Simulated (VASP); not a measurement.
Input of a VASP 6.6.1 run:

Contents of INCAR:

```
SYSTEM = Ag
PREC     = Accurate       ! precision mode
ENCUT    = 520            ! plane-wave cutoff, eV
EDIFF    = 1E-6           ! SCF threshold, eV
ISMEAR   = -1             ! smearing method
SIGMA    = 0.05           ! smearing width, eV
LREAL    = .FALSE.        ! projectors in reciprocal space
LASPH    = .TRUE.         ! aspherical terms in the spheres
NELM     = 100            ! most SCF steps
ALGO     = Normal         ! electronic algorithm
ISIF     = 2              ! what is computed and relaxed
LWAVE    = .FALSE.        ! write WAVECAR
LCHARG   = .FALSE.        ! write CHGCAR
GGA      = CA             ! functional
NBANDS   = 12             ! bands
```

KPOINTS

```
regular mesh
0
G
  24 24 24
  0 0 0
```

The input POSCAR:

```
Ag
1.0
    0.0000000000      1.9826608341      1.9826608341
    1.9826608341      0.0000000000      1.9826608341
    1.9826608341      1.9826608341      0.0000000000
Ag
1
Direct
    0.0000000000      0.0000000000      0.0000000000
```

Potentials or basis: VASP PAW LDA potentials, release 64 (Ag).

Run with:

```bash
$ cat potpaw_LDA.64/Ag/POTCAR > POTCAR
$ mpirun -np 1 vasp_std > vasp.out
```

Q: Estimate the pressure.

A: 4.2 GPa.
